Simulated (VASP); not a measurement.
# Cu (Fm-3m) in VASP: a series of runs

Cu is run at these levels: LDA; tasks: single point.

All numbers are computed with VASP 6.6.1; they aren't measurements. Logs are shortened: lines on timing, memory, paths and dates and some standing lists are left out, and cuts for length are marked.

## (1) The cell of the first run

Symmetry: Fm-3m, No. 225, cubic system. The conventional cell has a = 3.335 Å, b = 3.335 Å, c = 3.335 Å, α = 90.00°, β = 90.00°, γ = 90.00°. Cu (site symmetry m-3m) has 12 Cu at 2.36 Å within 3.1 Å.

## (2) Single point, LDA

Input file INCAR:

```
ALGO = Normal
EDIFF = 1E-6
ENCUT = 600
GGA = CA
GGA_COMPAT = F
ISIF = 2
ISMEAR = 0
LASPH = T
LCHARG = T
LELF = T
LREAL = F
LVHAR = T
LWAVE = F
NBANDS = 12
NELM = 120
PREC = Accurate
SIGMA = 0.1
```

Input file KPOINTS:

```
k-points
0
Gamma
  11 11 11
```

Input file POSCAR:

```
Cu
1.0
    0.0000000000      1.6673083402      1.6673083402
    1.6673083402      0.0000000000      1.6673083402
    1.6673083402      1.6673083402      0.0000000000
Cu
1
Direct
    0.0000000000      0.0000000000      0.0000000000
```

Potentials or basis: VASP PAW LDA potentials, release 64 (Cu).

On the command line:

```console
cat potpaw_LDA.64/Cu/POTCAR > POTCAR
mpirun -np 1 vasp_std > vasp.out
```

OUTCAR:

```text
EDIFF = 1E-6
   ENCUT = 600
   GGA = CA
   ISIF = 2
   ISMEAR = 0
   LASPH = T
   LREAL = F
   NELM = 120
   PREC = Accurate

 ion  position               nearest neighbor table
   1  0.000  0.000  0.000-

  LATTYP: Found a face centered cubic cell.
 ALAT       =     3.3346166804

  Lattice vectors:

 A1 = (   0.0000000000,   1.6673083402,   1.6673083402)
 A2 = (   1.6673083402,   0.0000000000,   1.6673083402)
 A3 = (   1.6673083402,   1.6673083402,   0.0000000000)

Analysis of symmetry for initial positions (statically):
=====================================================================
 Subroutine PRICEL returns:
 Original cell was already a primitive cell.

 Routine SETGRP: Setting up the symmetry group for a
 face centered cubic supercell.

 Subroutine GETGRP returns: Found 48 space group operations
 (whereof 48 operations were pure point group operations)
 out of a pool of 48 trial point group operations.

The static configuration has the point symmetry O_h .

Analysis of symmetry for dynamics (positions and initial velocities):
=====================================================================
 Subroutine PRICEL returns:
 Original cell was already a primitive cell.

 Routine SETGRP: Setting up the symmetry group for a
 face centered cubic supercell.

 Subroutine GETGRP returns: Found 48 space group operations
 (whereof 48 operations were pure point group operations)
 out of a pool of 48 trial point group operations.

The dynamic configuration has the point symmetry O_h .

 Subroutine INISYM returns: Found 48 space group operations
 (whereof 48 operations are pure point group operations),
 and found     1 'primitive' translations

----------------------------------------------------------------------------------------

                                     Primitive cell

  volume of cell :       9.2700

  direct lattice vectors                    reciprocal lattice vectors
     0.000000000  1.667308340  1.667308340    -0.299884543  0.299884543  0.299884543
     1.667308340  0.000000000  1.667308340     0.299884543 -0.299884543  0.299884543
     1.667308340  1.667308340  0.000000000     0.299884543  0.299884543 -0.299884543

  length of vectors
     2.357930067  2.357930067  2.357930067     0.519415265  0.519415265  0.519415265

  position of ions in fractional coordinates (direct lattice)
     0.000000000  0.000000000  0.000000000

  ion indices of the primitive-cell ions
   primitive index   ion index
                 1           1

----------------------------------------------------------------------------------------

 KPOINTS: k-points

[... 78 lines left out ...]
   NELECT =      11.0000    total number of electrons
   NUPDOWN=      -1.0000    fix difference up-down
   EMIN   =  10.00;   EMAX   =-10.00  energy-range for DOS
   EFERMI =   0.00;   METHOD = LEGACY
   ISMEAR =     0;   SIGMA  =   0.10  broadening in eV -4-tet -1-fermi 0-gaus
   EFERMI_NEDOS =   21; number of points for ismear=-14 and -15
   IALGO  =     38    algorithm
   IMIX   =      4    mixing-type and parameters
     AMIX     =   0.40;   BMIX     =  1.00
     AMIX_MAG =   1.60;   BMIX_MAG =  1.00
  volume/ion in A,a.u.               =       9.27        62.56
  Fermi-wavevector in a.u.,A,eV,Ry     =   1.733191  3.275256 40.871244  3.003952
  Thomas-Fermi vector in A             =   2.807224
   LORBIT       =      0    0 simple, 1 ext, 2 COOP (PROOUT), +10 PAW based schemes
   GGA     = CA    functional components
   LHFCALC =     F    Hartree Fock is set to
   AEXX    =    0.0000 exact exchange contribution
   IVDW    =     0    specifies the selected vdW correction
   LEPSILON=     F    determine dielectric tensor
   LRPA    =     F    only Hartree local field effects (RPA)
 non-spin polarized calculation
 Gauss-broadening in eV      SIGMA  =   0.10
  energy-cutoff  :      600.00
  volume of cell :        9.27
 maximum number of plane-waves:       331
   NGX =  9   NGY =  9   NGZ =  9

 number of electron      10.9999994 magnetization

 Free energy of the ion-electron system (eV)
  ---------------------------------------------------
  ext. energy  EPLUGINS =         0.00000000
  ---------------------------------------------------
  free energy    TOTEN  =        -4.51195176 eV

  energy without entropy =       -4.51058044  energy(sigma->0) =       -4.51126610

 E-fermi :  10.9126     XC(G=0): -14.5817

 val. band max:       10.8470751399   @ k =   0.4545   0.2727   0.0000
 cond. band min:      10.9726762382   @ k =   0.4545   0.3636   0.0000
 fundamental gap:      0.1256010983
 Fermi energy:        10.9126147952

 k-point     1 :       0.0000    0.0000    0.0000
  band No.  band energies     occupation
      1      -0.5506      2.00000
      2       6.8599      2.00000
      3       6.8599      2.00000
      4       6.8599      2.00000
      5       8.0770      2.00000
      6       8.0770      2.00000
      7      35.3250      0.00000
      8      39.8162      0.00000
      9      39.8162      0.00000
     10      39.8162      0.00000
     11      42.8236      0.00000
     12      42.8236      0.00000
[... 331 lines left out ...]
 k-point    24 :      -0.1818    0.1818    0.0000
  band No.  band energies     occupation
      1       2.8497      2.00000
      2       6.1746      2.00000
      3       6.9297      2.00000
      4       7.5720      2.00000
      5       7.5919      2.00000
      6       8.9884      2.00000
      7      26.3803      0.00000
      8      27.3427      0.00000
      9      38.1066      0.00000
     10      39.1589      0.00000
     11      41.4036      0.00000
     12      44.4848      0.00000

 [... further k-points ...]

------------------------ aborting loop because EDIFF is reached ----------------------------------------

  FORCE on cell =-STRESS in cart. coord.  units (eV):
  Direction    XX          YY          ZZ          XY          YZ          ZX
  --------------------------------------------------------------------------------------
  -------------------------------------------------------------------------------------
  Total        2.6658197      2.6658197      2.6658197      0.0000000     -0.0000000      0.0000000
  in kB      460.7481458    460.7481458    460.7481458      0.0000000     -0.0000000      0.0000000
  external PRESSURE =     460.7481458 kB  Pullay stress =       0.0000000 kB

 VOLUME and BASIS-vectors are now :
 -----------------------------------------------------------------------------
  energy-cutoff  :      600.00
  volume of cell :        9.27
      direct lattice vectors                 reciprocal lattice vectors
     0.000000000  1.667308340  1.667308340    -0.299884543  0.299884543  0.299884543
     1.667308340  0.000000000  1.667308340     0.299884543 -0.299884543  0.299884543
     1.667308340  1.667308340  0.000000000     0.299884543  0.299884543 -0.299884543

 POSITION                                       TOTAL-FORCE (eV/Angst)
 -----------------------------------------------------------------------------------
      0.00000      0.00000      0.00000         0.000000      0.000000      0.000000
 -----------------------------------------------------------------------------------
    total drift:                                0.000000     -0.000000      0.000000

  FREE ENERGIE OF THE ION-ELECTRON SYSTEM (eV)
  ---------------------------------------------------
  free  energy   TOTEN  =        -4.5119517596 eV

  energy  without entropy=       -4.5105804432  energy(sigma->0) =       -4.51126610
```

OSZICAR:

```text
N       E                     dE             d eps       ncg     rms          rms(c)
DAV:   1     0.435474130502E+02    0.43547E+02   -0.58736E+03  1568   0.189E+03
DAV:   2    -0.412244422171E+01   -0.47670E+02   -0.43929E+02  1372   0.229E+02
DAV:   3    -0.554272797305E+01   -0.14203E+01   -0.14119E+01  1572   0.430E+01
DAV:   4    -0.555124187166E+01   -0.85139E-02   -0.85126E-02  1524   0.293E+00
DAV:   5    -0.555130877958E+01   -0.66908E-04   -0.66906E-04  1592   0.264E-01    0.808E+00
DAV:   6    -0.475977324968E+01    0.79154E+00   -0.11540E+01  1616   0.720E+01    0.252E+00
DAV:   7    -0.453757641377E+01    0.22220E+00   -0.13708E+00  1620   0.248E+01    0.807E-01
DAV:   8    -0.451276063228E+01    0.24816E-01   -0.11447E-02  1816   0.120E+00    0.195E-01
DAV:   9    -0.451193484118E+01    0.82579E-03   -0.28651E-03  1748   0.970E-01    0.150E-02
DAV:  10    -0.451195075644E+01   -0.15915E-04   -0.23696E-05  1440   0.583E-02    0.469E-03
DAV:  11    -0.451195176616E+01   -0.10097E-05   -0.38016E-07  1120   0.128E-02    0.737E-04
DAV:  12    -0.451195175964E+01    0.65213E-08   -0.53396E-08   836   0.292E-03
   1 F= -.45119518E+01 E0= -.45112661E+01  d E =-.137132E-02
```

Run time: 5.2 s. Hardware: 1 thread of Intel Xeon Platinum 8488C (Sapphire Rapids), shared host; peak memory 0.12 GiB.

Results:

| Property | Result |
| --- | --- |
| Free energy | -4.5120 eV |
| Pressure | 46.1 GPa |
| Band gap on the k mesh | zero (an odd number of electrons rules out a gap without spin polarisation) |

Caveat: the cell stands under pressure.

## (3) Single point, LDA

This run uses another cell than the first one, of 10.17 Å³/atom.

Input file INCAR:

```
PREC = Accurate
ENCUT = 600
EDIFF = 1E-6
ISMEAR = 0
SIGMA = 0.1
LREAL = False
LASPH = True
NELM = 120
ALGO = Normal
ISIF = 2
LWAVE = False
LCHARG = False
GGA = CA
NBANDS = 12
GGA_COMPAT = False
```

Input file KPOINTS:

```
regular mesh
0
Gamma
  11 11 11
```

Input file POSCAR:

```
Cu
1.0
    0.0000000000      1.7196689893      1.7196689893
    1.7196689893      0.0000000000      1.7196689893
    1.7196689893      1.7196689893      0.0000000000
Cu
1
Direct
    0.0000000000      0.0000000000      0.0000000000
```

Potentials or basis: VASP PAW LDA potentials, release 64 (Cu).

On the command line:

```console
cat potpaw_LDA.64/Cu/POTCAR > POTCAR
mpirun -np 1 vasp_std > vasp.out
```

Run time: 5.3 s. Hardware: 1 thread of Intel Xeon Platinum 8488C (Sapphire Rapids), shared host; peak memory 0.12 GiB.

Results (log left out):

```
Free energy            : -4.6795 eV
Pressure               : 15.9 GPa
Band gap on the k mesh : zero (an odd number of electrons rules out a gap without spin polarisation)
```

Levels at points of the mesh, in eV from the Fermi level:
```
           k point  band 2  band 3  band 4  band 5  band 6  band 7  band 8  band 9  band 10  band 11
(0.00, 0.00, 0.00)   -3.66   -3.66   -3.66   -2.61   -2.61   23.76   27.45   27.45    27.45    30.19
```

Caveat: the cell stands under pressure.

The gap in the log of VASP goes by the Fermi energy; the results here count the filled bands.